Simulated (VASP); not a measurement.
# RuS2 (Pa-3) in VASP: notebook

RuS2 is run at these levels: PBE; tasks: single point.

Everything below comes from runs of VASP 6.6.1. Logs are shortened: lines on timing, memory, paths and dates and some standing lists are left out, and cuts for length are marked.

## 1. The cell of the first run

Symmetry: Pa-3, No. 205, cubic system. Conventional cell: a = 5.496 Å, b = 5.496 Å, c = 5.496 Å, α = 90.00°, β = 90.00°, γ = 90.00°. Ru (site symmetry -3) has 6 S at 2.30 Å within 3.0 Å. S (site symmetry 3) has 1 S at 2.13 Å and 3 Ru at 2.30 Å within 2.8 Å.

## 2. Single point, PBE (13.83 Å³/atom)

The input, INCAR:

```
SYSTEM = RuS2
PREC     = Accurate       ! precision mode
ENCUT    = 520            ! plane-wave cutoff, eV
EDIFF    = 1E-6           ! SCF threshold, eV
ISMEAR   = -1             ! smearing method
SIGMA    = 0.05           ! smearing width, eV
LREAL    = .FALSE.        ! projectors in reciprocal space
LASPH    = .TRUE.         ! aspherical terms in the spheres
NELM     = 100            ! most SCF steps
ALGO     = Normal         ! electronic algorithm
ISIF     = 2              ! what is computed and relaxed
LWAVE    = .FALSE.        ! write WAVECAR
LCHARG   = .TRUE.         ! write CHGCAR
GGA      = PE             ! functional
LELF     = .TRUE.         ! ELF
LVHAR    = .TRUE.       
NBANDS   = 64             ! bands
```

The input, KPOINTS:

```
Automatic mesh
0
G
  5 5 5
  0 0 0
```

The input, POSCAR:

```
RuS2
1.0
    5.4960658216      0.0000000000      0.0000000000
    0.0000000000      5.4960658216      0.0000000000
    0.0000000000      0.0000000000      5.4960658216
Ru S
4 8
Direct
    0.0000000000      0.5000000000      0.5000000000
    0.5000000000      0.5000000000      0.0000000000
    0.5000000000      0.0000000000      0.5000000000
    0.0000000000      0.0000000000      0.0000000000
    0.3883100000      0.1116900000      0.8883100000
    0.1116900000      0.8883100000      0.3883100000
    0.8883100000      0.3883100000      0.1116900000
    0.6116900000      0.6116900000      0.6116900000
    0.6116900000      0.8883100000      0.1116900000
    0.8883100000      0.1116900000      0.6116900000
    0.1116900000      0.6116900000      0.8883100000
    0.3883100000      0.3883100000      0.3883100000
```

Potentials or basis: VASP PAW PBE potentials, release 64 (Ru_pv, S).

Command:

```console
$ cat potpaw_PBE.64/Ru_pv/POTCAR potpaw_PBE.64/S/POTCAR > POTCAR
$ mpirun -np 1 vasp_std > vasp.out
```

OUTCAR:

```text
SYSTEM = RuS2
   PREC = Accurate
   ENCUT = 520
   EDIFF = 1E-6
   ISMEAR = -1
   LREAL = .FALSE.
   LASPH = .TRUE.
   NELM = 100
   ISIF = 2
   GGA = PE

 ion  position               nearest neighbor table
   1  0.000  0.500  0.500-   6 2.30   7 2.30   8 2.30  10 2.30  11 2.30  12 2.30
   2  0.500  0.500  0.000-   5 2.30   7 2.30   8 2.30   9 2.30  11 2.30  12 2.30
   3  0.500  0.000  0.500-   5 2.30   6 2.30   8 2.30   9 2.30  10 2.30  12 2.30
   4  0.000  0.000  0.000-   5 2.30   6 2.30   7 2.30   9 2.30  10 2.30  11 2.30
   5  0.388  0.112  0.888-   9 2.13   3 2.30   4 2.30   2 2.30
   6  0.112  0.888  0.388-  10 2.13   3 2.30   4 2.30   1 2.30
   7  0.888  0.388  0.112-  11 2.13   2 2.30   4 2.30   1 2.30
   8  0.612  0.612  0.612-  12 2.13   2 2.30   3 2.30   1 2.30
   9  0.612  0.888  0.112-   5 2.13   3 2.30   4 2.30   2 2.30
  10  0.888  0.112  0.612-   6 2.13   3 2.30   4 2.30   1 2.30
  11  0.112  0.612  0.888-   7 2.13   2 2.30   4 2.30   1 2.30
  12  0.388  0.388  0.388-   8 2.13   2 2.30   3 2.30   1 2.30

  LATTYP: Found a simple cubic cell.
 ALAT       =     5.4960658216

  Lattice vectors:

 A1 = (   5.4960658216,   0.0000000000,   0.0000000000)
 A2 = (   0.0000000000,   5.4960658216,   0.0000000000)
 A3 = (   0.0000000000,   0.0000000000,   5.4960658216)

Analysis of symmetry for initial positions (statically):
=====================================================================
 Subroutine PRICEL returns:
 Original cell was already a primitive cell.

 Routine SETGRP: Setting up the symmetry group for a
 simple cubic supercell.

 Subroutine GETGRP returns: Found 24 space group operations
 (whereof  6 operations were pure point group operations)
 out of a pool of 48 trial point group operations.

The static configuration has the point symmetry S_6 .
 The point group associated with its full space group is T_h .

Analysis of symmetry for dynamics (positions and initial velocities):
=====================================================================
 Subroutine PRICEL returns:
 Original cell was already a primitive cell.

 Routine SETGRP: Setting up the symmetry group for a
 simple cubic supercell.

 Subroutine GETGRP returns: Found 24 space group operations
 (whereof  6 operations were pure point group operations)
 out of a pool of 48 trial point group operations.

The dynamic configuration has the point symmetry S_6 .
 The point group associated with its full space group is T_h .

 Subroutine INISYM returns: Found 24 space group operations
 (whereof  6 operations are pure point group operations),
 and found     1 'primitive' translations

----------------------------------------------------------------------------------------

                                     Primitive cell

  volume of cell :     166.0182

  direct lattice vectors                    reciprocal lattice vectors
     5.496065822  0.000000000  0.000000000     0.181948330  0.000000000  0.000000000
     0.000000000  5.496065822  0.000000000     0.000000000  0.181948330  0.000000000
     0.000000000  0.000000000  5.496065822     0.000000000  0.000000000  0.181948330

  length of vectors
     5.496065822  5.496065822  5.496065822     0.181948330  0.181948330  0.181948330

  position of ions in fractional coordinates (direct lattice)
     0.000000000  0.500000000  0.500000000
     0.500000000  0.500000000  0.000000000
     0.500000000  0.000000000  0.500000000
     0.000000000  0.000000000  0.000000000
     0.388310000  0.111690000  0.888310000
     0.111690000  0.888310000  0.388310000
     0.888310000  0.388310000  0.111690000
     0.611690000  0.611690000  0.611690000
     0.611690000  0.888310000  0.111690000
     0.888310000  0.111690000  0.611690000
     0.111690000  0.611690000  0.888310000
     0.388310000  0.388310000  0.388310000

  ion indices of the primitive-cell ions
   primitive index   ion index
                 1           1
                 2           2
                 3           3
                 4           4
                 5           5
                 6           6
                 7           7
                 8           8
                 9           9
                10          10
                11          11
                12          12

----------------------------------------------------------------------------------------

 KPOINTS: Automatic mesh

Automatic generation of k-mesh.
 Grid dimensions read from file:
 generate k-points for:    5    5    5

 Generating k-lattice:

  Cartesian coordinates                     Fractional coordinates (reciprocal lattice)
     0.036389666  0.000000000  0.000000000     0.200000000  0.000000000  0.000000000
     0.000000000  0.036389666  0.000000000     0.000000000  0.200000000  0.000000000
     0.000000000  0.000000000  0.036389666     0.000000000  0.000000000  0.200000000

  Length of vectors
     0.036389666  0.036389666  0.036389666

  Shift w.r.t. Gamma in fractional coordinates (k-lattice)
     0.000000000  0.000000000  0.000000000

 Subroutine IBZKPT returns following result:
 ===========================================

 Found     11 irreducible k-points:

 Following reciprocal coordinates:
            Coordinates               Weight
  0.000000  0.000000  0.000000      1.000000
  0.200000  0.000000  0.000000      6.000000
  0.400000  0.000000  0.000000      6.000000
  0.200000  0.200000  0.000000     12.000000
  0.400000  0.200000  0.000000     12.000000
 -0.200000  0.400000  0.000000     12.000000
  0.400000  0.400000  0.000000     12.000000
  0.200000  0.200000  0.200000      8.000000
  0.400000  0.200000  0.200000     24.000000
  0.400000  0.400000  0.200000     24.000000
  0.400000  0.400000  0.400000      8.000000
   k-points           NKPTS =     11   k-points in BZ     NKDIM =     11   number of bands    NBANDS=     64
   number of dos      NEDOS =    301   number of ions     NIONS =     12
   total plane-waves  NPLWV =  74088
   dimension x,y,z NGX =    42 NGY =   42 NGZ =   42
   dimension x,y,z NGXF=    84 NGYF=   84 NGZF=   84
   ions per type =               4   8
   NGX,Y,Z   is equivalent  to a cutoff of  12.70, 12.70, 12.70 a.u.
   NGXF,Y,Z  is equivalent  to a cutoff of  25.41, 25.41, 25.41 a.u.
 SYSTEM =  RuS2
   PREC   = accura    normal or accurate (medium, high low for compatibility)
   ISTART =      0    job   : 0-new  1-cont  2-samecut
   ICHARG =      2    charge: 1-file 2-atom 10-const
   ISPIN  =      1    spin polarized calculation?
   LNONCOLLINEAR =      F non collinear calculations
   LSORBIT =      F    spin-orbit coupling
   LASPH  =      T    aspherical Exc in radial PAW
   ENCUT  =  520.0 eV  38.22 Ry    6.18 a.u.  10.22 10.22 10.22*2*pi/ulx,y,z
   NELM   =    100;   NELMIN=  2; NELMDL= -5     # of ELM steps
   EDIFF  = 0.1E-05   stopping-criterion for ELM
   LREAL  =      F    real-space projection
   EDIFFG = 0.1E-04   stopping-criterion for IOM
   NSW    =      0    number of steps for IOM
   IBRION =     -1    ionic relax: 0-MD 1-quasi-New 2-CG
   NFREE  =      0    steps in history (QN), initial steepest desc. (CG)
   ISIF   =      2    stress and relaxation
   ISYM   =      2    0-nonsym 1-usesym 2-fastsym
   POTIM  = 0.5000    time-step for ionic-motion
   TEBEG  =    0.0;   TEEND  =   0.0 temperature during run
   PSTRESS=    0.0 pullay stress
   NELECT =     104.0000    total number of electrons
   NUPDOWN=      -1.0000    fix difference up-down
   EMIN   =  10.00;   EMAX   =-10.00  energy-range for DOS
   EFERMI =   0.00;   METHOD = LEGACY
   ISMEAR =    -1;   SIGMA  =   0.05  broadening in eV -4-tet -1-fermi 0-gaus
   EFERMI_NEDOS =   21; number of points for ismear=-14 and -15
   IALGO  =     38    algorithm
   IMIX   =      4    mixing-type and parameters
     AMIX     =   0.40;   BMIX     =  1.00
     AMIX_MAG =   1.60;   BMIX_MAG =  1.00
  volume/ion in A,a.u.               =      13.83        93.36
  Fermi-wavevector in a.u.,A,eV,Ry     =   1.400772  2.647075 26.696825  1.962161
  Thomas-Fermi vector in A             =   2.523699
   LORBIT       =      0    0 simple, 1 ext, 2 COOP (PROOUT), +10 PAW based schemes
   GGA     = PE    functional components
   LHFCALC =     F    Hartree Fock is set to
   AEXX    =    0.0000 exact exchange contribution
   IVDW    =     0    specifies the selected vdW correction
   LEPSILON=     F    determine dielectric tensor
   LRPA    =     F    only Hartree local field effects (RPA)
 non-spin polarized calculation
  energy-cutoff  :      520.00
  volume of cell :      166.02
 maximum number of plane-waves:      4486
 NGX is ok and might be reduce to    42
   NGX = 21   NGY = 21   NGZ = 21

 number of electron     103.9999948 magnetization

 Free energy of the ion-electron system (eV)
  ---------------------------------------------------
  ext. energy  EPLUGINS =         0.00000000
  ---------------------------------------------------
  free energy    TOTEN  =       -75.89804535 eV

  energy without entropy =      -75.89797693  energy(sigma->0) =      -75.89801114

 E-fermi :  10.3349     XC(G=0): -12.2788

 val. band max:        9.8846718651   @ k =   0.4000   0.0000   0.0000
 cond. band min:      10.6011265458   @ k =   0.0000   0.0000   0.0000
 fundamental gap:      0.7164546808
 Fermi energy:        10.3349019173

 k-point     1 :       0.0000    0.0000    0.0000
  band No.  band energies     occupation
      1     -32.0808      2.00000
      2     -32.0808      2.00000
      3     -32.0808      2.00000
      4     -32.0675      2.00000
      5     -32.0675      2.00000
      6     -32.0631      2.00000
[... 56 lines left out ...]
     63      15.5177      0.00000
     64      15.5177      0.00000

 k-point     2 :       0.2000    0.0000    0.0000
  band No.  band energies     occupation
      1     -32.0796      2.00000
      2     -32.0796      2.00000
      3     -32.0795      2.00000
      4     -32.0688      2.00000
      5     -32.0671      2.00000
      6     -32.0644      2.00000
[... 56 lines left out ...]
     63      14.9840      0.00000
     64      15.2554      0.00000

 k-point     3 :       0.4000    0.0000    0.0000
  band No.  band energies     occupation
      1     -32.0769      2.00000
      2     -32.0768      2.00000
      3     -32.0763      2.00000
      4     -32.0721      2.00000
      5     -32.0670      2.00000
      6     -32.0669      2.00000
[... 525 lines left out ...]
     63      13.9397      0.00000
     64      14.1394      0.00000

 k-point    11 :       0.4000    0.4000    0.4000
  band No.  band energies     occupation
      1     -32.0803      2.00000
      2     -32.0793      2.00000
      3     -32.0793      2.00000
      4     -32.0786      2.00000
      5     -32.0635      2.00000
      6     -32.0635      2.00000
[... 56 lines left out ...]
     63      14.0575      0.00000
     64      14.0575      0.00000

------------------------ aborting loop because EDIFF is reached ----------------------------------------

  FORCE on cell =-STRESS in cart. coord.  units (eV):
  Direction    XX          YY          ZZ          XY          YZ          ZX
  --------------------------------------------------------------------------------------
  -------------------------------------------------------------------------------------
  Total       17.6162523     17.6162523     17.6162523      0.0000000      0.0000000      0.0000000
  in kB      170.0075965    170.0075965    170.0075965      0.0000000      0.0000000      0.0000000
  external PRESSURE =     170.0075965 kB  Pullay stress =       0.0000000 kB

 VOLUME and BASIS-vectors are now :
 -----------------------------------------------------------------------------
  energy-cutoff  :      520.00
  volume of cell :      166.02
      direct lattice vectors                 reciprocal lattice vectors
     5.496065822  0.000000000  0.000000000     0.181948330  0.000000000  0.000000000
     0.000000000  5.496065822  0.000000000     0.000000000  0.181948330  0.000000000
     0.000000000  0.000000000  5.496065822     0.000000000  0.000000000  0.181948330

 POSITION                                       TOTAL-FORCE (eV/Angst)
 -----------------------------------------------------------------------------------
      0.00000      2.74803      2.74803         0.000000      0.000000      0.000000
      2.74803      2.74803      0.00000         0.000000      0.000000      0.000000
      2.74803      0.00000      2.74803         0.000000      0.000000      0.000000
      0.00000      0.00000      0.00000         0.000000      0.000000      0.000000
      2.13418      0.61386      4.88221        -0.127780      0.127780     -0.127780
      0.61386      4.88221      2.13418         0.127780     -0.127780     -0.127780
      4.88221      2.13418      0.61386        -0.127780     -0.127780      0.127780
      3.36189      3.36189      3.36189         0.127780      0.127780      0.127780
      3.36189      4.88221      0.61386         0.127780     -0.127780      0.127780
      4.88221      0.61386      3.36189        -0.127780      0.127780      0.127780
      0.61386      3.36189      4.88221         0.127780      0.127780     -0.127780
      2.13418      2.13418      2.13418        -0.127780     -0.127780     -0.127780
 -----------------------------------------------------------------------------------
    total drift:                                0.000000     -0.000000     -0.000000

  FREE ENERGIE OF THE ION-ELECTRON SYSTEM (eV)
  ---------------------------------------------------
  free  energy   TOTEN  =       -75.8980453467 eV

  energy  without entropy=      -75.8979769264  energy(sigma->0) =      -75.89801114
```

Wall time 60 s (1 thread of AMD EPYC 9R45 (Zen 5), shared host); peak memory 0.26 GiB.

What came out:

```yaml
Free_energy: -75.8980 eV
Pressure: 17.0 GPa
Largest_force: 0.221 eV/Å
Band_gap_on_the_k_mesh: 0.72 eV (least direct gap 0.97 eV)
```

Forces on the atoms (eV/Å):
```
Ru   0.000  0.000  0.000
Ru   0.000  0.000  0.000
Ru   0.000  0.000  0.000
Ru   0.000  0.000  0.000
S   -0.128  0.128 -0.128
S    0.128 -0.128 -0.128
S   -0.128 -0.128  0.128
S    0.128  0.128  0.128
S    0.128 -0.128  0.128
S   -0.128  0.128  0.128
S    0.128  0.128 -0.128
S   -0.128 -0.128 -0.128
```

Levels at points of the mesh, in eV from the valence-band top:
```tsv
k point	band 49	band 50	band 51	band 52	band 53	band 54	band 55	band 56
(0.00, 0.00, 0.00)	-0.59	-0.59	-0.59	-0.26	0.72	2.97	2.97	2.97
```

Caveat: the cell stands under pressure; an odd mesh through Γ misses points on the zone boundary, where band edges can lie.

## 3. Single point, PBE (14.13 Å³/atom)

This run uses another cell than the first one, of 14.13 Å³/atom.

The input, INCAR:

```
SYSTEM = RuS2
PREC = Accurate
ENCUT = 520
EDIFF = 1E-6
ISMEAR = -1
SIGMA = 0.05
LREAL = .False.
LASPH = .True.
NELM = 60
ALGO = Normal
ISIF = 2
LWAVE = .False.
LCHARG = .False.
GGA = PE
NBANDS = 64
```

The input, KPOINTS:

```
Automatic mesh
0
Gamma
  5 5 5
  0 0 0
```

Edit POSCAR of step 2 so:

```diff
@@ -2,5 +2,5 @@
 1.0
-    5.4960658216      0.0000000000      0.0000000000
-    0.0000000000      5.4960658216      0.0000000000
-    0.0000000000      0.0000000000      5.4960658216
+    5.5347717857      0.0000000000      0.0000000000
+    0.0000000000      5.5347717857      0.0000000000
+    0.0000000000      0.0000000000      5.5347717857
 Ru S
```

Potentials or basis: VASP PAW PBE potentials, release 64 (Ru_pv, S).

Command:

```console
$ cat potpaw_PBE.64/Ru_pv/POTCAR potpaw_PBE.64/S/POTCAR > POTCAR
$ mpirun -np 1 vasp_std > vasp.out
```

Wall time 62 s (1 thread of AMD EPYC 9R45 (Zen 5), shared host); peak memory 0.26 GiB.

It converged, with:

| Item | Value |
| --- | --- |
| Free energy | -76.2179 eV |
| Pressure | 11.9 GPa |
| Largest force | 0.219 eV/Å |
| Band gap on the k mesh | 0.73 eV (least direct gap 0.97 eV) |

Forces in eV/Å, atoms in the order of the input:
```
Ru   0.000  0.000  0.000
Ru   0.000  0.000  0.000
Ru   0.000  0.000  0.000
Ru   0.000  0.000  0.000
S   -0.126  0.126 -0.126
S    0.126 -0.126 -0.126
S   -0.126 -0.126  0.126
S    0.126  0.126  0.126
S    0.126 -0.126  0.126
S   -0.126  0.126  0.126
S    0.126  0.126 -0.126
S   -0.126 -0.126 -0.126
```

Levels at points of the mesh, in eV from the valence-band top:
```
           k point  band 49  band 50  band 51  band 52  band 53  band 54  band 55  band 56
(0.00, 0.00, 0.00)    -0.57    -0.57    -0.57    -0.24     0.73     2.85     2.85     2.85
```

Caveat: the cell stands under pressure; an odd mesh through Γ misses points on the zone boundary, where band edges can lie.

(Continued in part 2 of 2.)
